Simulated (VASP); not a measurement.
# Hf (P6_3/mmc) in VASP: notebook

The runs below take Hf through single point, with PBE.

All numbers are computed with VASP 6.6.1; they aren't measurements. Logs are shortened: lines on timing, memory, paths and dates and some standing lists are left out, and cuts for length are marked.

**1. The cell of the first run**

Symmetry: P6_3/mmc, No. 194, hexagonal system. Conventional cell: a = 2.343 Å, b = 2.343 Å, c = 4.072 Å, α = 90.00°, β = 90.00°, γ = 120.00°. Hf (site symmetry -6m2) has 12 Hf at 2.34 to 2.44 Å within 3.1 Å.

**2. Single point, PBE (volume scaled by 0.43)**

INCAR

```
SYSTEM = Hf
PREC = Accurate
ENCUT = 520
EDIFF = 1E-7
ISMEAR = -1
SIGMA = 0.05
LREAL = .False.
LASPH = .True.
NELM = 60
ALGO = Normal
ISIF = 2
LWAVE = .False.
LCHARG = .False.
GGA = PE
NBANDS = 17
```

KPOINTS

```
Automatic mesh
0
Gamma
  14 14 8
  0 0 0
```

POSCAR

```
Hf
1.0
    2.3434621709      0.0000000000      0.0000000000
   -1.1717310854      2.0294977728      0.0000000000
    0.0000000000      0.0000000000      4.0722109812
Hf
2
Direct
    0.3333333333      0.6666666667      0.2500000000
    0.6666666667      0.3333333333      0.7500000000
```

Potentials or basis: VASP PAW PBE potentials, release 64 (Hf_pv).

Started as:

```sh
> cat potpaw_PBE.64/Hf_pv/POTCAR > POTCAR
> mpirun -np 1 vasp_std > vasp.out
```

OUTCAR:

```text
SYSTEM = Hf
   PREC = Accurate
   ENCUT = 520
   EDIFF = 1E-7
   ISMEAR = -1
   LREAL = .False.
   LASPH = .True.
   NELM = 60
   ISIF = 2
   GGA = PE

 ion  position               nearest neighbor table
   1  0.333  0.667  0.250-   2 2.44   2 2.44   2 2.44   2 2.44   2 2.44   2 2.44   2 3.39   2 3.39
                             2 3.39   2 3.39   2 3.39   2 3.39
   2  0.667  0.333  0.750-   1 2.44   1 2.44   1 2.44   1 2.44   1 2.44   1 2.44   1 3.39   1 3.39
                             1 3.39   1 3.39   1 3.39   1 3.39

  LATTYP: Found a hexagonal cell.
 ALAT       =     2.3434621709
 C/A-ratio  =     1.7376900860

  Lattice vectors:

 A1 = (   2.3434621709,   0.0000000000,   0.0000000000)
 A2 = (  -1.1717310854,   2.0294977728,   0.0000000000)
 A3 = (   0.0000000000,   0.0000000000,   4.0722109812)

Analysis of symmetry for initial positions (statically):
=====================================================================
 Subroutine PRICEL returns:
 Original cell was already a primitive cell.

 Routine SETGRP: Setting up the symmetry group for a
 hexagonal supercell.

 Subroutine GETGRP returns: Found 24 space group operations
 (whereof 12 operations were pure point group operations)
 out of a pool of 24 trial point group operations.

The static configuration has the point symmetry D_3d.
 The point group associated with its full space group is D_6h.

Analysis of symmetry for dynamics (positions and initial velocities):
=====================================================================
 Subroutine PRICEL returns:
 Original cell was already a primitive cell.

 Routine SETGRP: Setting up the symmetry group for a
 hexagonal supercell.

 Subroutine GETGRP returns: Found 24 space group operations
 (whereof 12 operations were pure point group operations)
 out of a pool of 24 trial point group operations.

The dynamic configuration has the point symmetry D_3d.
 The point group associated with its full space group is D_6h.

 Subroutine INISYM returns: Found 24 space group operations
 (whereof 12 operations are pure point group operations),
 and found     1 'primitive' translations

----------------------------------------------------------------------------------------

                                     Primitive cell

  volume of cell :      19.3676

  direct lattice vectors                    reciprocal lattice vectors
     2.343462171  0.000000000  0.000000000     0.426719071  0.246366370  0.000000000
[... 80 lines left out ...]
   ISPIN  =      1    spin polarized calculation?
   LNONCOLLINEAR =      F non collinear calculations
   LSORBIT =      F    spin-orbit coupling
   LASPH  =      T    aspherical Exc in radial PAW
   ENCUT  =  520.0 eV  38.22 Ry    6.18 a.u.   4.36  4.36  7.57*2*pi/ulx,y,z
   NELM   =     60;   NELMIN=  2; NELMDL= -5     # of ELM steps
   EDIFF  = 0.1E-06   stopping-criterion for ELM
   LREAL  =      F    real-space projection
   EDIFFG = 0.1E-05   stopping-criterion for IOM
   NSW    =      0    number of steps for IOM
   IBRION =     -1    ionic relax: 0-MD 1-quasi-New 2-CG
   NFREE  =      0    steps in history (QN), initial steepest desc. (CG)
   ISIF   =      2    stress and relaxation
   ISYM   =      2    0-nonsym 1-usesym 2-fastsym
   POTIM  = 0.5000    time-step for ionic-motion
   TEBEG  =    0.0;   TEEND  =   0.0 temperature during run
   PSTRESS=    0.0 pullay stress
   NELECT =      20.0000    total number of electrons
   NUPDOWN=      -1.0000    fix difference up-down
   EMIN   =  10.00;   EMAX   =-10.00  energy-range for DOS
   EFERMI =   0.00;   METHOD = LEGACY
   ISMEAR =    -1;   SIGMA  =   0.05  broadening in eV -4-tet -1-fermi 0-gaus
   EFERMI_NEDOS =   21; number of points for ismear=-14 and -15
   IALGO  =     38    algorithm
   IMIX   =      4    mixing-type and parameters
     AMIX     =   0.40;   BMIX     =  1.00
     AMIX_MAG =   1.60;   BMIX_MAG =  1.00
  volume/ion in A,a.u.               =       9.68        65.35
  Fermi-wavevector in a.u.,A,eV,Ry     =   1.654725  3.126977 37.254326  2.738116
  Thomas-Fermi vector in A             =   2.742943
   LORBIT       =      0    0 simple, 1 ext, 2 COOP (PROOUT), +10 PAW based schemes
   GGA     = PE    functional components
   LHFCALC =     F    Hartree Fock is set to
   AEXX    =    0.0000 exact exchange contribution
   IVDW    =     0    specifies the selected vdW correction
   LEPSILON=     F    determine dielectric tensor
   LRPA    =     F    only Hartree local field effects (RPA)
 non-spin polarized calculation
  energy-cutoff  :      520.00
  volume of cell :       19.37
 maximum number of plane-waves:       549
 NGX is ok and might be reduce to    18
   NGX =  9   NGY =  9   NGZ = 15

 number of electron      19.9999999 magnetization

 Free energy of the ion-electron system (eV)
  ---------------------------------------------------
  ext. energy  EPLUGINS =         0.00000000
  ---------------------------------------------------
  free energy    TOTEN  =        -4.13661136 eV

  energy without entropy =       -4.13055553  energy(sigma->0) =       -4.13358345

 E-fermi :  12.5300     XC(G=0): -15.7614

 val. band max:       12.5256103766   @ k =   0.4286   0.1429   0.0000
 cond. band min:      12.5316746497   @ k =   0.0714   0.0714   0.3750
 fundamental gap:      0.0060642731
 Fermi energy:        12.5299985459

 k-point     1 :       0.0000    0.0000    0.0000
  band No.  band energies     occupation
      1     -22.2958      2.00000
      2     -14.8214      2.00000
      3     -14.8213      2.00000
      4     -14.8213      2.00000
      5     -14.0706      2.00000
      6     -14.0706      2.00000
[... 457 lines left out ...]
      4     -18.4914      2.00000
      5     -17.7795      2.00000
      6     -17.1629      2.00000
[... 9 lines left out ...]
     16      22.9464      0.00000
     17      27.0389      0.00000

 [... further k-points ...]
[... 5 lines left out ...]
  --------------------------------------------------------------------------------------
  -------------------------------------------------------------------------------------
  Total       46.8059250     46.8059250     46.8303124      0.0000000      0.0000000      0.0000000
  in kB     3871.9934855   3871.9934854   3874.0109129      0.0000001      0.0000000      0.0000000
  external PRESSURE =    3872.6659613 kB  Pullay stress =       0.0000000 kB

 VOLUME and BASIS-vectors are now :
 -----------------------------------------------------------------------------
  energy-cutoff  :      520.00
  volume of cell :       19.37
      direct lattice vectors                 reciprocal lattice vectors
     2.343462171  0.000000000  0.000000000     0.426719071  0.246366370  0.000000000
    -1.171731085  2.029497773  0.000000000     0.000000000  0.492732741  0.000000000
     0.000000000  0.000000000  4.072210981     0.000000000  0.000000000  0.245566844

 POSITION                                       TOTAL-FORCE (eV/Angst)
 -----------------------------------------------------------------------------------
     -0.00000      1.35300      1.01805         0.000000     -0.000000      0.000000
      1.17173      0.67650      3.05416        -0.000000      0.000000      0.000000
 -----------------------------------------------------------------------------------
    total drift:                               -0.000000      0.000000     -0.000000

  FREE ENERGIE OF THE ION-ELECTRON SYSTEM (eV)
  ---------------------------------------------------
  free  energy   TOTEN  =        -4.1366113604 eV

  energy  without entropy=       -4.1305555313  energy(sigma->0) =       -4.13358345
```

OSZICAR:

```text
N       E                     dE             d eps       ncg     rms          rms(c)
DAV:   1     0.799363774381E+02    0.79936E+02   -0.11894E+04  4104   0.126E+03
DAV:   2    -0.320643513864E+01   -0.83143E+02   -0.80715E+02  5299   0.290E+02
DAV:   3    -0.467986272019E+01   -0.14734E+01   -0.14679E+01  4610   0.279E+01
DAV:   4    -0.468337551962E+01   -0.35128E-02   -0.35118E-02  5359   0.149E+00
DAV:   5    -0.468338255358E+01   -0.70340E-05   -0.70320E-05  4689   0.588E-02    0.126E+02
DAV:   6    -0.429227274253E+01    0.39111E+00   -0.85147E-02  4762   0.217E+00    0.745E+01
DAV:   7    -0.413604949506E+01    0.15622E+00   -0.15878E-01  5032   0.268E+00    0.186E+00
DAV:   8    -0.413657712581E+01   -0.52763E-03   -0.61049E-03  5062   0.560E-01    0.461E-01
DAV:   9    -0.413660615956E+01   -0.29034E-04   -0.14413E-04  5163   0.963E-02    0.858E-02
DAV:  10    -0.413661117320E+01   -0.50136E-05   -0.42891E-06  5335   0.175E-02    0.127E-02
DAV:  11    -0.413661131713E+01   -0.14393E-06   -0.13066E-07  4114   0.298E-03    0.158E-03
DAV:  12    -0.413661136044E+01   -0.43312E-07   -0.19863E-08  2753   0.111E-03
   1 F= -.41366114E+01 E0= -.41335834E+01  d E =-.605583E-02
```

Run time: 28 s. Hardware: 1 thread of Intel Xeon 6975P-C, shared host; peak memory 0.16 GiB.

What came out:

```yaml
Free_energy: -4.1366 eV
Pressure: 387.3 GPa
Band_gap_on_the_k_mesh: zero (band 10 reaches 13.54 eV, above the bottom of band 11 at 11.59 eV)
```

Caveat: spin-orbit coupling is left out, which moves the levels of the heavy elements.

**3. Single point, PBE (volume scaled by 0.43)**

INCAR

```
PREC = Accurate ; ENCUT = 520
EDIFF = 1E-6 ; ISMEAR = -1
SIGMA = 0.05 ; LREAL = F
LASPH = T ; NELM = 80
ALGO = Normal ; ISIF = 2
LWAVE = F ; LCHARG = F
GGA = PE ; NBANDS = 17
```

KPOINTS

```
Automatic mesh
0
Gamma
  14 14 8
```

POSCAR is that of step 2.

Potentials or basis: VASP PAW PBE potentials, release 64 (Hf_pv).

Started as:

```sh
> cat potpaw_PBE.64/Hf_pv/POTCAR > POTCAR
> mpirun -np 1 vasp_std > vasp.out
```

Wall time 25 s (1 thread of Intel Xeon 6975P-C, shared host); peak memory 0.16 GiB.

The run converged. Its results:

```yaml
Free_energy: -4.1366 eV
Pressure: 387.3 GPa
Band_gap_on_the_k_mesh: zero (band 10 reaches 13.54 eV, above the bottom of band 11 at 11.59 eV)
```

Stress tensor (GPa, compression positive):
```
387.21   0.00   0.00
  0.00 387.21   0.00
  0.00   0.00 387.42
```

Levels at points of the mesh, in eV from the Fermi level:
| k point | band 7 | band 8 | band 9 | band 10 | band 11 | band 12 | band 13 | band 14 |
| --- | --- | --- | --- | --- | --- | --- | --- | --- |
| (0.00, 0.00, 0.00) | -7.56 | -6.36 | -0.84 | 0.92 | 0.92 | 2.62 | 2.62 | 6.04 |
| (0.50, 0.00, 0.00) | -7.99 | -6.67 | -5.34 | 0.80 | 1.43 | 3.28 | 4.64 | 14.16 |
| (0.00, 0.00, 0.50) | -5.06 | -5.06 | 0.96 | 0.96 | 0.98 | 0.98 | 0.98 | 0.98 |
| (0.50, 0.00, 0.50) | -7.61 | -7.61 | -5.07 | -5.07 | 5.49 | 5.49 | 7.96 | 7.96 |

Caveat: spin-orbit coupling is left out, which moves the levels of the heavy elements.

**4. Single point, PBE (volume scaled by 0.5)**

INCAR

```
  PREC = Accurate
  ENCUT = 520
  EDIFF = 1E-6
  ISMEAR = -1
  SIGMA = 0.05
  LREAL = F
  LASPH = T
  NELM = 100
  ALGO = Normal
  ISIF = 2
  LWAVE = F
  LCHARG = F
  GGA = PE
  NBANDS = 17
```

KPOINTS

```
regular mesh
0
Gamma
  14 14 8
```

POSCAR

```
Hf
1.0
    2.4605675821      0.0000000000      0.0000000000
   -1.2302837911      2.1309140338      0.0000000000
    0.0000000000      0.0000000000      4.2951379643
Hf
2
Direct
    0.3333333333      0.6666666667      0.2500000000
    0.6666666667      0.3333333333      0.7500000000
```

Started as:

```sh
> cat potpaw_PBE.64/Hf_pv/POTCAR > POTCAR
> mpirun -np 1 vasp_std > vasp.out
```

Run time: 28 s. Hardware: 1 thread of Intel Xeon 6975P-C, shared host; peak memory 0.16 GiB.

It converged, with:

```yaml
Free_energy: -10.1069 eV
Pressure: 235.2 GPa
Band_gap_on_the_k_mesh: zero (band 10 reaches 12.04 eV, above the bottom of band 11 at 10.31 eV)
```

Stress tensor (GPa, compression positive):
```
235.40   0.00   0.00
  0.00 235.40   0.00
  0.00   0.00 234.68
```

Levels at points of the mesh, in eV from the Fermi level:
| k point | band 7 | band 8 | band 9 | band 10 | band 11 | band 12 | band 13 | band 14 |
| --- | --- | --- | --- | --- | --- | --- | --- | --- |
| (0.00, 0.00, 0.00) | -8.15 | -5.84 | -0.39 | 1.26 | 1.26 | 2.65 | 2.65 | 5.35 |
| (0.50, 0.00, 0.00) | -6.55 | -5.64 | -4.84 | 1.05 | 1.25 | 2.78 | 3.22 | 12.30 |
| (0.00, 0.00, 0.50) | -5.32 | -5.32 | 0.04 | 0.04 | 1.33 | 1.33 | 1.33 | 1.33 |
| (0.50, 0.00, 0.50) | -6.54 | -6.54 | -3.96 | -3.96 | 5.09 | 5.09 | 6.32 | 6.32 |

Caveat: spin-orbit coupling is left out, which moves the levels of the heavy elements.

(Continued in part 2 of 2.)
